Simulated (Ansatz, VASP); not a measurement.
# One calculation of Bi2Te3, two programs

```xyz
5
Lattice="2.1939 1.2666 10.1015 -2.1939 1.2666 10.1015 0.0000 -2.5333 10.1015" Properties=species:S:1:pos:R:3 pbc="T T T"
Bi    0.0000    0.0000   12.1252
Bi    0.0000    0.0000   18.1794
Te    0.0000    0.0000    0.0000
Te    0.0000    0.0000    6.3468
Te    0.0000    0.0000   23.9577
```

Alike in both runs: functional PBE; dispersion D3(BJ); k mesh 9 × 9 × 9; occupations gaussian, width 0.02 eV; no spin polarisation.

Ansatz relaxed the structure, and its values are those at the end. VASP's run is a single point on that final structure, the one shown.

```csv
,VASP,Ansatz
version,VASP 6.6.1,Ansatz 0.2.0
potentials or method,"VASP PAW PBE potentials, release 64 (Bi_d, Te), cutoff 520 eV","scalar-relativistic, plane waves, PAW"
valence electrons in the cell,48,78
```

VASP gave:

| Item | Value |
| --- | --- |
| gap on the k mesh at the Fermi level (eV) | 0.25 |
| least direct gap on the mesh (eV) | 0.25 |
| pressure (GPa) | 0.0 |
| rms of the force components (eV/Å) | 0.007 |

**Question.** What did Ansatz give for the same quantities?

**Answer.** gap on the k mesh at the Fermi level (eV): 0.26; least direct gap on the mesh (eV): 0.26; pressure (GPa): 0.0; rms of the force components (eV/Å): 0.001.

VASP's potentials hold 48 valence electrons a cell and Ansatz's 78, so a difference there can come from the potentials and not from the codes.

Spin-orbit coupling is off throughout.
